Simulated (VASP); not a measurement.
Wanted: the native input for a VASP 6.6.1 run.

* Task: single point
* Functional: PBE
* Potentials or basis: VASP PAW PBE potentials, release 64 (Co_sv, O)
* Cutoff: 700 eV
* k mesh: 10 × 10 × 10
* Occupations: gaussian, width 0.05 eV
* Spin: collinear spin, ferromagnetic start
* Starting moments: [0.5, 0.0] μB
* Hubbard terms: Co d U = 3.3 eV
* Dipole correction: no
* Further INCAR settings: ALGO = Normal; EDIFF = 1e-06; NBANDS = 22

The structure of CoO lies in POSCAR:

```
CoO
1.0
    0.0000000000      2.1315016559      2.1315016559
    2.1315016559      0.0000000000      2.1315016559
    2.1315016559      2.1315016559      0.0000000000
Co O
1 1
Direct
    0.0000000000      0.0000000000      0.0000000000
    0.5000000000      0.5000000000      0.5000000000
```

One way to write it, as run:

INCAR

```
PREC = Accurate
ENCUT = 700
EDIFF = 1E-6
ISMEAR = 0
SIGMA = 0.05
LREAL = False
LASPH = True
NELM = 200
ALGO = Normal
ISIF = 2
LWAVE = False
LCHARG = True
ISPIN = 2
MAGMOM = 0.5 0
LORBIT = 11
LMAXMIX = 4
LDAU = True
LDAUTYPE = 2
LDAUL = 2 -1
LDAUU = 3.3 0
LDAUJ = 0 0
LDAUPRINT = 1
GGA = PE
LELF = True
LVHAR = True
NBANDS = 22
GGA_COMPAT = False
```

KPOINTS

```
Automatic mesh
0
Gamma
  10 10 10
```

Potentials or basis: VASP PAW PBE potentials, release 64 (Co_sv, O).

The run is started by

```sh
$ cat potpaw_PBE.64/Co_sv/POTCAR potpaw_PBE.64/O/POTCAR > POTCAR
$ mpirun -np 1 vasp_std > vasp.out
```

It gave:

| Item | Value |
| --- | --- |
| Pressure | -0.8 GPa |
| Band gap on the k mesh | zero (filled and empty bands overlap) |
| Net moment | 3.00 μB per cell |
| Site moments | Co +2.69; O +0.25 μB |
| Valence electrons inside the program's atomic spheres | Co 14.88; O 5.00 |

Caveat: a cell with one magnetic atom can't hold antiferromagnetic order, which such compounds often take.

It took 46 s on 1 thread of Intel(R) Xeon(R) 6975P-C (Granite Rapids), with other jobs on the host, peak memory 0.2 GiB.
